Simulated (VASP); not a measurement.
## O: single point with PBE+D3(BJ)

O:

```
CELL_PARAMETERS angstrom
7.77498 0.00000 0.00000
0.00000 7.77498 0.00000
0.00000 0.00000 7.77498
ATOMIC_POSITIONS crystal
O 0.59702 0.15852 0.32457
O 0.52358 0.10869 0.19814
O 0.51721 0.73189 0.03138
O 0.37266 0.74272 0.09676
O 0.98436 0.61718 0.67653
O 0.88098 0.54726 0.77091
O 0.35186 0.50664 0.73210
O 0.31756 0.37541 0.65000
O 0.67859 0.22921 0.80251
O 0.77451 0.18309 0.68521
O 0.02965 0.88711 0.93733
O 0.90886 0.95666 0.01239
O 0.10471 0.05743 0.49204
O 0.16835 0.92301 0.43511
O 0.76652 0.48898 0.25089
O 0.87501 0.59991 0.23510
O 0.14718 0.25393 0.02916
O 0.18208 0.31254 0.17506
O 0.60175 0.82871 0.62274
O 0.54246 0.73742 0.51286
```

```yaml
Program: VASP 6.6.1
Task: single point
Functional: PBE
Dispersion: D3(BJ)
Potentials_or_basis: VASP PAW PBE potentials, release 64 (O)
Cutoff: 520 eV
k_mesh: 1 × 1 × 1
Occupations: fermi-dirac, width 0.02 eV
Spin: collinear spin, ferromagnetic start
Starting_moments: "[0.56, 0.56, 0.56, 0.56, 0.56, 0.56, 0.56, 0.56, 0.56, 0.56, 0.56, 0.56, 0.56, 0.56, 0.56, 0.56, 0.56, 0.56, 0.56, 0.55] μB"
Dipole_correction: no
Further_INCAR_settings: LREAL = Auto; ALGO = Normal; EDIFF = 1e-07; NBANDS = 80
```

```
Pressure                                              : 0.7 GPa
Largest force                                         : 2.599 eV/Å
Net moment                                            : 20.00 μB per cell
Site moments                                          : O +0.81, +0.82 (each value once) μB
Valence electrons inside the program's atomic spheres : O 4.94, 4.88, 4.91, 4.92, 4.89, 4.86 (each value once)
Dispersion energy per atom                            : -0.031 eV
```

Forces on the atoms (eV/Å):
```
O    1.219  0.800  2.145
O   -1.213 -0.833 -2.142
O   -0.213  0.016  0.096
O    0.210 -0.042 -0.092
O    0.769  0.523 -0.819
O   -0.793 -0.494  0.770
O   -0.005 -0.080  0.063
O   -0.002 -0.001 -0.023
O   -0.088 -0.006  0.069
O    0.060 -0.025 -0.050
O    0.107 -0.039 -0.040
O   -0.145  0.026  0.091
O    0.126 -0.308 -0.111
O   -0.139  0.289  0.113
O   -1.062 -1.115  0.162
O    1.102  1.143 -0.162
O    0.325  0.538  1.161
O   -0.294 -0.434 -1.165
O    0.918  1.442  1.749
O   -0.881 -1.402 -1.815
```

Stress tensor (GPa, compression positive):
```
0.69 0.93 0.36
0.93 0.74 0.31
0.36 0.31 0.72
```

Levels at points of the mesh, in eV from the Fermi level:
Spin up:
```csv
k point,band 68,band 69,band 70,band 71,band 72,band 73
"(0.00, 0.00, 0.00)",-0.62,-0.61,-0.55,5.57,6.67,6.76
```
Spin down:
```csv
k point,band 46,band 47,band 48,band 49,band 50,band 51,band 52,band 53,band 54,band 55
"(0.00, 0.00, 0.00)",-5.20,-5.17,-5.13,-5.12,-5.02,1.12,1.15,1.22,1.25,1.29
```

Run time: 3.3 min on 1 thread of AMD EPYC 7R13 (shared host), peak memory 0.56 GiB.

Caveat: the k points lie up to 0.81 Å⁻¹ apart, too coarse for converged energies, forces and pressures; the standard files for N, O and F lose accuracy on very short bonds.
